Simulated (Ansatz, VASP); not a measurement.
**HfOs: VASP beside Ansatz**

```
Hf Os
1.0
     3.23900    0.00000    0.00000
     0.00000    3.23900    0.00000
     0.00000    0.00000    3.23900
Hf Os
1 1
Direct
  0.00000 0.00000 0.00000
  0.50000 0.50000 0.50000
```

Alike in both runs: task single point; functional PBEsol; k mesh 10 × 10 × 10; occupations fermi-dirac, width 0.05 eV; no spin polarisation.

|  | VASP | Ansatz |
| --- | --- | --- |
| version | VASP 6.6.1 | Ansatz 0.2.0 |
| potentials or method | VASP PAW PBE potentials, release 64 (Hf_pv, Os), cutoff 520 eV | all-electron LAPW, scalar-relativistic |

```csv
,VASP,Ansatz,Ansatz less VASP
pressure (GPa),-4.5,-3.5,+0.98
```

VASP's potentials were made for PBE, not for PBEsol. Ansatz ran all-electron here, and VASP with PAW potentials.

Neither program's run includes spin-orbit coupling.
